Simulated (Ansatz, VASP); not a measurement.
Two plane-wave programs on LiCaF3

The input INCAR:

```
SYSTEM = LiCaF3
  ALGO = Normal
  EDIFF = 1E-7
  ENCUT = 520
  GGA = PE
  ISIF = 2
  ISMEAR = 0
  LASPH = .TRUE.
  LCHARG = .TRUE.
  LELF = .TRUE.
  LREAL = .FALSE.
  LVHAR = .TRUE.
  LWAVE = .FALSE.
  NBANDS = 25
  NELM = 100
  PREC = Accurate
  SIGMA = 0.05
```

KPOINTS

```
k-points
0
G
  6 6 6
  0 0 0
```

File POSCAR:

```
LiCaF3
1.0
    3.7612440000      0.0000000000      0.0000000000
    0.0000000000      3.7612440000      0.0000000000
    0.0000000000      0.0000000000      3.7612440000
Li Ca F
1 1 3
Direct
    0.4624003770      0.4624003770      0.4468261033
    0.0000000000      0.0000000000      0.0000000000
    0.0000000000      0.5000000000      0.5000000000
    0.5000000000      0.5000000000      0.0000000000
    0.5000000000      0.0000000000      0.5000000000
```

Input for Ansatz:

```yaml
crystal:
  lattice:
    - [3.761244, 0.0, 0.0]
    - [0.0, 3.761244, 0.0]
    - [0.0, 0.0, 3.761244]
  atoms:
    - { symbol: Li, position: [0.462400377, 0.462400377, 0.4468261033] }
    - { symbol: Ca, position: [0.0, 0.0, 0.0] }
    - { symbol: F, position: [0.0, 0.5, 0.5] }
    - { symbol: F, position: [0.5, 0.5, 0.0] }
    - { symbol: F, position: [0.5, 0.0, 0.5] }
basis:
  ecutwfc: 420
kpoints:
  mp_grid: { grid: [6, 6, 6] }
hamiltonian:
  xc: pbe
scf:
  occupations: { method: gaussian, width: 0.05 }
output:
  forces: true
  stress: true
  eigenvalues: true
```

Alike in both runs: task single point; functional PBE; k mesh 6 × 6 × 6; occupations gaussian, width 0.05 eV; no spin polarisation.

|  | VASP | Ansatz |
| --- | --- | --- |
| version | VASP 6.6.1 | Ansatz 0.2.0 |
| potentials or method | VASP PAW PBE potentials, release 64 (Li_sv, Ca_sv, F), cutoff 520 eV | scalar-relativistic, plane waves, PAW |
| valence electrons in the cell | 34 | 34 |

VASP gave:

- gap on the k mesh at the Fermi level (eV): 6.45
- least direct gap on the mesh (eV): 6.50
- rms of the force components (eV/Å): 0.563

**Question.** What did Ansatz give for the same quantities?

**Answer.** gap on the k mesh at the Fermi level (eV): 6.45; least direct gap on the mesh (eV): 6.50; rms of the force components (eV/Å): 0.536.

Atom by atom the forces differ by 0.027 eV/Å (rms over components). With one functional, cell and mesh, what is left measures potentials, basis and numerics.

Noted on VASP's run: the cutoff is short for stress, so the pressure is rough.
